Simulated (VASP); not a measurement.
ScTaN:

```
Ta Sc N
1.0
     3.08507    0.00000    0.00000
    -1.54253    2.67175    0.00000
     0.00000    0.00000   10.34014
Ta Sc N
2 2 2
Direct
  0.33333 0.66667 0.24563
  0.66667 0.33333 0.75437
  0.00000 0.00000 0.00000
  0.00000 0.00000 0.50000
  0.33333 0.66667 0.62984
  0.66667 0.33333 0.37016
```

Base run:

```yaml
Program: VASP 6.6.1
Functional: r2SCAN
Potentials_or_basis: VASP PAW PBE potentials, release 64 (Ta_pv, Sc_sv, N)
Cutoff: 520 eV
k_mesh: 10 × 10 × 3
Occupations: fermi-dirac, width 0.05 eV
Spin: no spin polarisation
Hubbard_terms: Sc d U = 3.0 eV, Ta d U = 3.0 eV
```

Its results: band gap on the k mesh zero (bands 27 and 28 overlap by 1.12 eV); pressure 7.9 GPa; largest force 0.430 eV/Å.

Question: The run is repeated on the same cell with these changes: hubbard terms from Sc d U = 3.0 eV, Ta d U = 3.0 eV to Sc d U = 4.0 eV, Ta d U = 4.0 eV. What comes out?

Answer: Band gap on the k mesh zero (bands 27 and 28 overlap by 1.19 eV); pressure 11.3 GPa; largest force 0.541 eV/Å.

Caveats: the cell stands under pressure; the PAW data sets were made with another functional, which shifts forces and pressure a little; spin-orbit coupling is left out, which moves the levels of the heavy elements; U without spin polarisation on a metal has little footing.
